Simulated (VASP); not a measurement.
A run of VASP 6.6.1 is set up as follows.

INCAR

```
SYSTEM = Mo6C
PREC = Accurate
ENCUT = 520
EDIFF = 1E-7
ISMEAR = 0
SIGMA = 0.1
LREAL = .FALSE.
LASPH = .TRUE.
NELM = 80
ALGO = Normal
ISIF = 2
LWAVE = .FALSE.
LCHARG = .TRUE.
LDIPOL = .TRUE.
IDIPOL = 3
DIPOL = 0.5 0.5 0.331
GGA = PE
LELF = .TRUE.
LVHAR = .TRUE.
LVACPOTAV = .TRUE.
NBANDS = 53
```

KPOINTS

```
regular mesh
0
G
  6 6 1
  0 0 0
```

The input POSCAR:

```
Mo6C
1.0
    4.4695765307      0.0000000000      0.0000000000
   -2.2347882654      3.8707668198      0.0000000000
    0.0000000000      0.0000000000     19.7595667302
Mo C
6 1
Direct
    0.6666666667      0.3333333333      0.2024335885
    0.3333333333      0.6666666666      0.2486060831
    0.0000000000      0.0000000000      0.2947785778
    0.6666666667      0.3333333333      0.3368821123
    0.3333333333      0.6666666666      0.3779725567
    0.0000000000      0.0000000000      0.4180034331
    0.8888888889      0.4444444444      0.4349832811
```

Potentials or basis: VASP PAW PBE potentials, release 64 (Mo_sv, C).

Run with:

```sh
$ cat potpaw_PBE.64/Mo_sv/POTCAR potpaw_PBE.64/C/POTCAR > POTCAR
$ mpirun -np 1 vasp_std > vasp.out
```

Question: Estimate the band gap on the k mesh.

Answer: Zero (bands 44 and 45 overlap by 0.07 eV).

Question: Predict the largest force.

Answer: 1.750 eV/Å.

Forces in eV/Å, atoms in the order of the input:
```
Mo   0.072  0.042  1.397
Mo  -0.168 -0.097 -0.701
Mo   0.179  0.104 -1.701
Mo  -0.555 -0.321 -0.506
Mo   0.983  0.567  0.086
Mo  -0.926 -0.535  1.385
C    0.415  0.240  0.041
```
